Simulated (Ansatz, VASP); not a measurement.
## ZrN in VASP and in Ansatz

```
Zr N
1.0
     0.00000    2.29305    2.29305
     2.29305    0.00000    2.29305
     2.29305    2.29305    0.00000
Zr N
1 1
Direct
  0.00000 0.00000 0.00000
  0.50000 0.50000 0.50000
```

Alike in both runs: functional r2SCAN; k mesh 15 × 15 × 15; occupations fermi-dirac, width 0.05 eV; no spin polarisation.

Ansatz relaxed the structure, and its values are those at the end. VASP's run is a single point on that final structure, the one shown.

|  | VASP | Ansatz |
| --- | --- | --- |
| version | VASP 6.6.1 | Ansatz 0.2.0 |
| potentials or method | VASP PAW PBE potentials, release 64 (Zr_sv, N) | PAW with Ansatz's default frozen-core files, scalar-relativistic |
| plane-wave cutoff (eV) | 660 | 500 |
| valence electrons in the cell | 17 | 17 |

|  | VASP | Ansatz | Ansatz less VASP |
| --- | --- | --- | --- |
| pressure (GPa) | 0.3 | 0.0 | -0.33 |

VASP's potentials were made for PBE, not for r2SCAN.
